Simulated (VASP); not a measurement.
A run of VASP 6.6.1 is set up as follows.

Contents of INCAR:

```
SYSTEM = Sc2GaSbAs2
  PREC = Accurate
  ENCUT = 520
  EDIFF = 1E-6
  ISMEAR = 0
  SIGMA = 0.1
  LREAL = .FALSE.
  LASPH = .TRUE.
  NELM = 60
  ALGO = Normal
  ISIF = 2
  LWAVE = .FALSE.
  LCHARG = .FALSE.
  GGA = PE
  NBANDS = 34
```

KPOINTS

```
Automatic mesh
0
G
  4 4 4
  0 0 0
```

File POSCAR:

```
Sc2GaSbAs2
1.0
    4.4147970700      0.0000000000      0.0000000000
    0.0000000000      4.4147970700      0.0000000000
    0.0000000000      0.0000000000      7.3682041900
Sc Ga Sb As
2 1 1 2
Direct
    0.5000000000      0.0000000000      0.3182089900
    0.0000000000      0.5000000000      0.6817910100
    0.0000000000      0.0000000000      0.0000000000
    0.5000000000      0.5000000000      0.0000000000
    0.5000000000      0.0000000000      0.8291289800
    0.0000000000      0.5000000000      0.1708710200
```

Potentials or basis: VASP PAW PBE potentials, release 64 (Sc_sv, Ga_d, Sb, As).

The run is started by

```sh
$ cat potpaw_PBE.64/Sc_sv/POTCAR potpaw_PBE.64/Ga_d/POTCAR potpaw_PBE.64/Sb/POTCAR potpaw_PBE.64/As/POTCAR > POTCAR
$ mpirun -np 1 vasp_std > vasp.out
```

Question: What does it give for the largest force?

Answer: 3.328 eV/Å.

Question: Predict the band gap on the k mesh.

Answer: Zero (band 25 reaches 5.97 eV, above the bottom of band 26 at 5.47 eV).

Question: What does it give for the pressure?

Answer: 8.6 GPa.

Forces in eV/Å, atoms in the order of the input:
```
Sc   0.000  0.000  0.338
Sc   0.000  0.000 -0.338
Ga   0.000  0.000  0.000
Sb   0.000  0.000  0.000
As   0.000  0.000 -3.328
As   0.000  0.000  3.328
```

Caveat: spin-orbit coupling is left out, which moves the levels of the heavy elements; forces of over 1 eV/Å act on the atoms, so gaps and moduli don't describe the material at rest.
